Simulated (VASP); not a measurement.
# AlN (P6_3/mmc) in VASP: a series of runs

Runs on AlN. Level: LDA. Tasks: relaxation of cell and atoms.

All numbers are computed with VASP 6.6.1; they aren't measurements. Logs are shortened: lines on timing, memory, paths and dates and some standing lists are left out, and cuts for length are marked.

## (1) The cell of the first run

The structure is hexagonal, space group P6_3/mmc (No. 194). Conventional cell: a = 3.312 Å, b = 3.312 Å, c = 4.188 Å, α = 90.00°, β = 90.00°, γ = 120.00°. Al (site symmetry -6m2) has 5 N at 1.91 to 2.09 Å within 2.5 Å. Within 2.5 Å of N (site symmetry -6m2) lie 5 Al at 1.91 to 2.09 Å.

## (2) Relaxation of cell and atoms, LDA, target pressure 2 GPa, at which the enthalpy is minimised

File INCAR:

```
PREC = Accurate ; ENCUT = 600
EDIFF = 1E-7 ; ISMEAR = 0
SIGMA = 0.01 ; LREAL = False
LASPH = True ; NELM = 100
ALGO = Normal ; ISIF = 3
LWAVE = False ; LCHARG = False
IBRION = 2 ; NSW = 80
EDIFFG = -0.01 ; PSTRESS = 20.0
```

File KPOINTS:

```
Automatic mesh
0
Gamma
  6 6 4
```

File POSCAR:

```
AlN
1.0
    3.3121157400      0.0000000000      0.0000000000
   -1.6560578700      2.8683763711      0.0000000000
    0.0000000000      0.0000000000      4.1875630000
Al N
2 2
Direct
    0.3333333333      0.6666666667      0.7500000000
    0.6666666667      0.3333333333      0.2500000000
    0.3333333333      0.6666666667      0.2500000000
    0.6666666667      0.3333333333      0.7500000000
```

Potentials or basis: VASP PAW LDA potentials, release 64 (Al, N).

Run with:

```sh
cat potpaw_LDA.64/Al/POTCAR potpaw_LDA.64/N/POTCAR > POTCAR
mpirun -np 1 vasp_std > vasp.out
```

OUTCAR:

```text
PREC = Accurate
   ENCUT = 600
   EDIFF = 1E-7
   ISMEAR = 0
   LREAL = False
   LASPH = True
   NELM = 100
   ISIF = 3
   IBRION = 2
   NSW = 80
   EDIFFG = -0.01
   PSTRESS = 20.0

 ion  position               nearest neighbor table
   1  0.333  0.667  0.750-   4 1.91   4 1.91   4 1.91   3 2.09   3 2.09   2 2.84   2 2.84   2 2.84
                             2 2.84   2 2.84   2 2.84
   2  0.667  0.333  0.250-   3 1.91   3 1.91   3 1.91   4 2.09   4 2.09   1 2.84   1 2.84   1 2.84
                             1 2.84   1 2.84   1 2.84
   3  0.333  0.667  0.250-   2 1.91   2 1.91   2 1.91   1 2.09   1 2.09
   4  0.667  0.333  0.750-   1 1.91   1 1.91   1 1.91   2 2.09   2 2.09

  LATTYP: Found a hexagonal cell.
 ALAT       =     3.3121157400
 C/A-ratio  =     1.2643166268

  Lattice vectors:

 A1 = (   3.3121157400,   0.0000000000,   0.0000000000)
 A2 = (  -1.6560578700,   2.8683763711,   0.0000000000)
 A3 = (   0.0000000000,   0.0000000000,   4.1875630000)

Analysis of symmetry for initial positions (statically):
=====================================================================
 Subroutine PRICEL returns:
 Original cell was already a primitive cell.

 Routine SETGRP: Setting up the symmetry group for a
 hexagonal supercell.

 Subroutine GETGRP returns: Found 24 space group operations
 (whereof 12 operations were pure point group operations)
 out of a pool of 24 trial point group operations.

The static configuration has the point symmetry D_3d.
 The point group associated with its full space group is D_6h.

Analysis of symmetry for dynamics (positions and initial velocities):
=====================================================================
 Subroutine PRICEL returns:
 Original cell was already a primitive cell.

 Routine SETGRP: Setting up the symmetry group for a
 hexagonal supercell.

 Subroutine GETGRP returns: Found 24 space group operations
 (whereof 12 operations were pure point group operations)
 out of a pool of 24 trial point group operations.

The dynamic configuration has the point symmetry D_3d.
 The point group associated with its full space group is D_6h.

 Subroutine INISYM returns: Found 24 space group operations
 (whereof 12 operations are pure point group operations),
 and found     1 'primitive' translations

----------------------------------------------------------------------------------------

                                     Primitive cell

  volume of cell :      39.7835

  direct lattice vectors                    reciprocal lattice vectors
     3.312115740  0.000000000  0.000000000     0.301921816  0.174314642  0.000000000
    -1.656057870  2.868376371  0.000000000     0.000000000  0.348629284  0.000000000
[... 80 lines left out ...]
   LNONCOLLINEAR =      F non collinear calculations
   LSORBIT =      F    spin-orbit coupling
   LASPH  =      T    aspherical Exc in radial PAW
   ENCUT  =  600.0 eV  44.10 Ry    6.64 a.u.   6.62  6.62  8.36*2*pi/ulx,y,z
   NELM   =    100;   NELMIN=  2; NELMDL= -5     # of ELM steps
   EDIFF  = 0.1E-06   stopping-criterion for ELM
   LREAL  =      F    real-space projection
   EDIFFG = -.1E-01   stopping-criterion for IOM
   NSW    =     80    number of steps for IOM
   IBRION =      2    ionic relax: 0-MD 1-quasi-New 2-CG
   NFREE  =      1    steps in history (QN), initial steepest desc. (CG)
   ISIF   =      3    stress and relaxation
   ISYM   =      2    0-nonsym 1-usesym 2-fastsym
   POTIM  = 0.5000    time-step for ionic-motion
   TEBEG  =    0.0;   TEEND  =   0.0 temperature during run
   PSTRESS=   20.0 pullay stress
   NELECT =      16.0000    total number of electrons
   NUPDOWN=      -1.0000    fix difference up-down
   EMIN   =  10.00;   EMAX   =-10.00  energy-range for DOS
   EFERMI =   0.00;   METHOD = LEGACY
   ISMEAR =     0;   SIGMA  =   0.01  broadening in eV -4-tet -1-fermi 0-gaus
   EFERMI_NEDOS =   21; number of points for ismear=-14 and -15
   IALGO  =     38    algorithm
   IMIX   =      4    mixing-type and parameters
     AMIX     =   0.40;   BMIX     =  1.00
     AMIX_MAG =   1.60;   BMIX_MAG =  1.00
  volume/ion in A,a.u.               =       9.95        67.12
  Fermi-wavevector in a.u.,A,eV,Ry     =   1.208409  2.283561 19.867927  1.460251
  Thomas-Fermi vector in A             =   2.344017
   LORBIT       =      0    0 simple, 1 ext, 2 COOP (PROOUT), +10 PAW based schemes
   GGA     = CA    functional components
   LHFCALC =     F    Hartree Fock is set to
   AEXX    =    0.0000 exact exchange contribution
   IVDW    =     0    specifies the selected vdW correction
   LEPSILON=     F    determine dielectric tensor
   LRPA    =     F    only Hartree local field effects (RPA)
 conjugate gradient relaxation of ions
 non-spin polarized calculation
 Gauss-broadening in eV      SIGMA  =   0.01
  energy-cutoff  :      600.00
  volume of cell :       39.78
 maximum number of plane-waves:      1349
 NGX is ok and might be reduce to    28
   NGX = 13   NGY = 13   NGZ = 17

--------------------------------------- Ionic step        1  -------------------------------------------

 number of electron      16.0000001 magnetization

 Free energy of the ion-electron system (eV)
  ---------------------------------------------------
  ext. energy  EPLUGINS =         0.00000000
  ---------------------------------------------------
  free energy    TOTEN  =       -32.44294050 eV

  energy without entropy =      -32.44294050  energy(sigma->0) =      -32.44294050

------------------------ aborting loop because EDIFF is reached ----------------------------------------

  FORCE on cell =-STRESS in cart. coord.  units (eV):
  Direction    XX          YY          ZZ          XY          YZ          ZX
  --------------------------------------------------------------------------------------
  -------------------------------------------------------------------------------------
  Total       -2.0176540     -2.0176540     -2.1338664      0.0000000      0.0000000      0.0000000
  in kB      -81.2557851    -81.2557851    -85.9359370      0.0000000      0.0000000      0.0000000
  external PRESSURE =    -102.8158357 kB  Pullay stress =      20.0000000 kB
[... 307 lines left out ...]
--------------------------------------- Ionic step        9  -------------------------------------------

 number of electron      16.0000002 magnetization

 Free energy of the ion-electron system (eV)
  ---------------------------------------------------
  ext. energy  EPLUGINS =         0.00000000
  ---------------------------------------------------
  free energy    TOTEN  =       -32.48399458 eV

  energy without entropy =      -32.48399458  energy(sigma->0) =      -32.48399458

 E-fermi :   8.2527     XC(G=0): -11.7065

 val. band max:        8.2054198287   @ k =   0.0000   0.0000   0.0000
 cond. band min:      11.8866431963   @ k =   0.0000   0.0000   0.0000
 fundamental gap:      3.6812233677
 Fermi energy:         8.2527074382

 k-point     1 :       0.0000    0.0000    0.0000
  band No.  band energies     occupation
      1      -8.7760      2.00000
      2      -4.7292      2.00000
      3       1.0665      2.00000
      4       4.7946      2.00000
      5       4.7946      2.00000
      6       6.5718      2.00000
      7       6.5718      2.00000
      8       8.2054      2.00000
      9      11.8866      0.00000
     10      12.8536      0.00000
     11      16.4943      0.00000
     12      16.4943      0.00000
[... 333 lines left out ...]
  energy  without entropy=      -32.4839945842  energy(sigma->0) =      -32.48399458

  enthalpy is  TOTEN    =       -32.0114071161 eV   P V=        0.4725874681

 reached required accuracy - stopping structural energy minimisation
```

CONTCAR:

```text
AlN
   1.00000000000000
     3.2708185383833634   -0.0000000000000000    0.0000000000000000
    -1.6354092691916817    2.8326119453949143    0.0000000000000000
     0.0000000000000000   -0.0000000000000000    4.0861965697752600
  Al              N
     2     2
Direct
     0.3333333332999970    0.6666666667000030    0.7500000000000000
     0.6666666667000030    0.3333333332999970    0.2500000000000000
     0.3333333332999970    0.6666666667000030    0.2500000000000000
     0.6666666667000030    0.3333333332999970    0.7500000000000000

  0.00000000E+00  0.00000000E+00  0.00000000E+00
  0.00000000E+00  0.00000000E+00  0.00000000E+00
  0.00000000E+00  0.00000000E+00  0.00000000E+00
  0.00000000E+00  0.00000000E+00  0.00000000E+00
```

Run time: 36 s. Hardware: 1 thread of Intel Xeon 6975P-C, shared host; peak memory 0.15 GiB.

What came out:

```
Free energy                                            : -32.4840 eV
Relaxed volume                                         : 9.46 Å³/atom
Relaxed cell                                           : a = 3.271 Å, b = 3.271 Å, c = 4.086 Å, α = 90.00°, β = 90.00°, γ = 120.00°
Space group after relaxing (to 0.05 Å)                 : P6_3/mmc (No. 194)
Energy change on relaxing (the enthalpy is what falls) : -10.3 meV/atom
Ionic steps                                            : 9
Pressure after relaxing                                : 2.0 GPa
Band gap on the k mesh                                 : 3.68 eV, direct
```

Step by step:
```tsv
step	energy change (eV)	largest force (eV/Å)	pressure (GPa)	volume (Å³)
1	0.0000	0.0000	-8.28	39.78
2	0.0403	0.0000	13.65	36.22
3	-0.0395	0.0000	1.95	37.92
4	-0.0390	0.0000	2.17	37.88
5	-0.0405	0.0000	2.19	37.85
6	-0.0406	0.0000	2.23	37.82
7	-0.0406	0.0000	2.23	37.82
8	-0.0415	0.0000	1.76	37.90
9	-0.0411	0.0000	2.00	37.86
```

Final structure:
```
CELL_PARAMETERS angstrom
3.27082 0.00000 0.00000
-1.63541 2.83261 0.00000
0.00000 0.00000 4.08620
ATOMIC_POSITIONS crystal
Al 0.33333 0.66667 0.75000
Al 0.66667 0.33333 0.25000
N 0.33333 0.66667 0.25000
N 0.66667 0.33333 0.75000
```

Levels at points of the mesh, in eV from the valence-band top:
```csv
k point,band 5,band 6,band 7,band 8,band 9,band 10,band 11,band 12
"(0.00, 0.00, 0.00)",-3.41,-1.63,-1.63,0.00,3.68,4.65,8.29,8.29
"(0.50, 0.00, 0.00)",-4.68,-4.28,-3.04,-1.40,3.86,7.26,7.57,9.17
"(0.00, 0.00, 0.50)",-2.57,-2.57,-2.57,-2.57,5.92,5.92,8.44,8.44
"(0.50, 0.00, 0.50)",-3.36,-3.36,-1.79,-1.79,5.18,5.18,9.72,9.72
```

Caveat: the cell is relaxed towards a set pressure, so the enthalpy falls and the energy may rise.

## (3) Relaxation of cell and atoms, LDA, target pressure 4 GPa, at which the enthalpy is minimised

File INCAR:

```
SYSTEM = AlN
PREC = Accurate
ENCUT = 600
EDIFF = 1E-7
ISMEAR = 0
SIGMA = 0.01
LREAL = .False.
LASPH = .True.
NELM = 100
ALGO = Normal
ISIF = 3
LWAVE = .False.
LCHARG = .False.
GGA = CA
IBRION = 2
NSW = 80
EDIFFG = -0.01
PSTRESS = 40.0
```

File KPOINTS:

```
regular mesh
0
Gamma
  6 6 4
  0 0 0
```

POSCAR is that of step 2.

Potentials or basis: VASP PAW LDA potentials, release 64 (Al, N).

Run with:

```sh
cat potpaw_LDA.64/Al/POTCAR potpaw_LDA.64/N/POTCAR > POTCAR
mpirun -np 1 vasp_std > vasp.out
```

OUTCAR:

```text
SYSTEM = AlN
   PREC = Accurate
   ENCUT = 600
   EDIFF = 1E-7
   ISMEAR = 0
   LREAL = .False.
   LASPH = .True.
   NELM = 100
   ISIF = 3
   GGA = CA
   IBRION = 2
   NSW = 80
   EDIFFG = -0.01
   PSTRESS = 40.0

 ion  position               nearest neighbor table
   1  0.333  0.667  0.750-   4 1.91   4 1.91   4 1.91   3 2.09   3 2.09   2 2.84   2 2.84   2 2.84
                             2 2.84   2 2.84   2 2.84
   2  0.667  0.333  0.250-   3 1.91   3 1.91   3 1.91   4 2.09   4 2.09   1 2.84   1 2.84   1 2.84
                             1 2.84   1 2.84   1 2.84
   3  0.333  0.667  0.250-   2 1.91   2 1.91   2 1.91   1 2.09   1 2.09
   4  0.667  0.333  0.750-   1 1.91   1 1.91   1 1.91   2 2.09   2 2.09

  LATTYP: Found a hexagonal cell.
 ALAT       =     3.3121157400
 C/A-ratio  =     1.2643166268

  Lattice vectors:

 A1 = (   3.3121157400,   0.0000000000,   0.0000000000)
 A2 = (  -1.6560578700,   2.8683763711,   0.0000000000)
 A3 = (   0.0000000000,   0.0000000000,   4.1875630000)

Analysis of symmetry for initial positions (statically):
=====================================================================
 Subroutine PRICEL returns:
 Original cell was already a primitive cell.

 Routine SETGRP: Setting up the symmetry group for a
 hexagonal supercell.

 Subroutine GETGRP returns: Found 24 space group operations
 (whereof 12 operations were pure point group operations)
 out of a pool of 24 trial point group operations.

The static configuration has the point symmetry D_3d.
 The point group associated with its full space group is D_6h.

Analysis of symmetry for dynamics (positions and initial velocities):
=====================================================================
 Subroutine PRICEL returns:
 Original cell was already a primitive cell.

 Routine SETGRP: Setting up the symmetry group for a
 hexagonal supercell.

 Subroutine GETGRP returns: Found 24 space group operations
 (whereof 12 operations were pure point group operations)
 out of a pool of 24 trial point group operations.

[... 111 lines left out ...]
   PSTRESS=   40.0 pullay stress
   NELECT =      16.0000    total number of electrons
   NUPDOWN=      -1.0000    fix difference up-down
   EMIN   =  10.00;   EMAX   =-10.00  energy-range for DOS
   EFERMI =   0.00;   METHOD = LEGACY
   ISMEAR =     0;   SIGMA  =   0.01  broadening in eV -4-tet -1-fermi 0-gaus
   EFERMI_NEDOS =   21; number of points for ismear=-14 and -15
   IALGO  =     38    algorithm
   IMIX   =      4    mixing-type and parameters
     AMIX     =   0.40;   BMIX     =  1.00
     AMIX_MAG =   1.60;   BMIX_MAG =  1.00
  volume/ion in A,a.u.               =       9.95        67.12
  Fermi-wavevector in a.u.,A,eV,Ry     =   1.208409  2.283561 19.867927  1.460251
  Thomas-Fermi vector in A             =   2.344017
   LORBIT       =      0    0 simple, 1 ext, 2 COOP (PROOUT), +10 PAW based schemes
   GGA     = CA    functional components
   LHFCALC =     F    Hartree Fock is set to
   AEXX    =    0.0000 exact exchange contribution
   IVDW    =     0    specifies the selected vdW correction
   LEPSILON=     F    determine dielectric tensor
   LRPA    =     F    only Hartree local field effects (RPA)
 conjugate gradient relaxation of ions
 non-spin polarized calculation
 Gauss-broadening in eV      SIGMA  =   0.01
  energy-cutoff  :      600.00
  volume of cell :       39.78
 maximum number of plane-waves:      1349
 NGX is ok and might be reduce to    28
   NGX = 13   NGY = 13   NGZ = 17

--------------------------------------- Ionic step        1  -------------------------------------------

 number of electron      16.0000001 magnetization

 Free energy of the ion-electron system (eV)
  ---------------------------------------------------
  ext. energy  EPLUGINS =         0.00000000
  ---------------------------------------------------
  free energy    TOTEN  =       -32.44294050 eV

  energy without entropy =      -32.44294050  energy(sigma->0) =      -32.44294050

------------------------ aborting loop because EDIFF is reached ----------------------------------------

  FORCE on cell =-STRESS in cart. coord.  units (eV):
  Direction    XX          YY          ZZ          XY          YZ          ZX
  --------------------------------------------------------------------------------------
  -------------------------------------------------------------------------------------
  Total       -2.0176540     -2.0176540     -2.1338664      0.0000000      0.0000000      0.0000000
  in kB      -81.2557851    -81.2557851    -85.9359370      0.0000000      0.0000000      0.0000000
  external PRESSURE =    -122.8158357 kB  Pullay stress =      40.0000000 kB
[... 267 lines left out ...]
--------------------------------------- Ionic step        8  -------------------------------------------

 number of electron      16.0000001 magnetization

 Free energy of the ion-electron system (eV)
  ---------------------------------------------------
  ext. energy  EPLUGINS =         0.00000000
  ---------------------------------------------------
  free energy    TOTEN  =       -32.47803277 eV

  energy without entropy =      -32.47803277  energy(sigma->0) =      -32.47803277

 E-fermi :   8.3428     XC(G=0): -11.7444

 val. band max:        8.3011556500   @ k =   0.0000   0.0000   0.0000
 cond. band min:      12.0461909058   @ k =   0.0000   0.0000   0.0000
 fundamental gap:      3.7450352558
 Fermi energy:         8.3427518956

 k-point     1 :       0.0000    0.0000    0.0000
  band No.  band energies     occupation
      1      -8.7463      2.00000
      2      -4.6494      2.00000
      3       1.1150      2.00000
      4       4.8649      2.00000
      5       4.8649      2.00000
      6       6.6560      2.00000
      7       6.6560      2.00000
      8       8.3012      2.00000
      9      12.0462      0.00000
     10      13.0197      0.00000
     11      16.6341      0.00000
     12      16.6341      0.00000
[... 333 lines left out ...]
  energy  without entropy=      -32.4780327705  energy(sigma->0) =      -32.47803277

  enthalpy is  TOTEN    =       -31.5408254503 eV   P V=        0.9372073201

 reached required accuracy - stopping structural energy minimisation
```

It took 31 s on 1 thread of Intel Xeon 6975P-C, shared host; peak memory 0.15 GiB.

Results:

```yaml
Free_energy: -32.4780 eV
Relaxed_volume: 9.38 Å³/atom
Relaxed_cell: a = 3.263 Å, b = 3.263 Å, c = 4.072 Å, α = 90.00°, β = 90.00°, γ = 120.00°
Space_group_after_relaxing_to_0.05_Å: P6_3/mmc (No. 194)
Energy_change_on_relaxing_the_enthalpy_is_what_falls: -8.8 meV/atom
Ionic_steps: 8
Pressure_after_relaxing: 4.0 GPa
Band_gap_on_the_k_mesh: 3.75 eV, direct
```

The path:
```
step  energy change (eV)  largest force (eV/Å)  pressure (GPa)  volume (Å³)
   1              0.0000                0.0000           -8.28        39.78
   2              0.1082                0.0000           19.02        35.55
   3             -0.0339                0.0000            3.91        37.61
   4             -0.0328                0.0000            4.17        37.56
   5             -0.0343                0.0000            4.20        37.53
   6             -0.0341                0.0000            4.24        37.50
   7             -0.0361                0.0000            3.74        37.58
   8             -0.0351                0.0000            4.00        37.54
```

Final structure:
```xyz
4
Lattice="3.2627 0.0000 0.0000 -1.6314 2.8256 0.0000 0.0000 0.0000 4.0719" Properties=species:S:1:pos:R:3 pbc="T T T"
Al    0.0000    1.8837    3.0539
Al    1.6314    0.9419    1.0180
N     0.0000    1.8837    1.0180
N     1.6314    0.9419    3.0539
```

Caveat: the cell is relaxed towards a set pressure, so the enthalpy falls and the energy may rise. A k mesh can miss the band edges.

(Continued in part 2 of 2.)
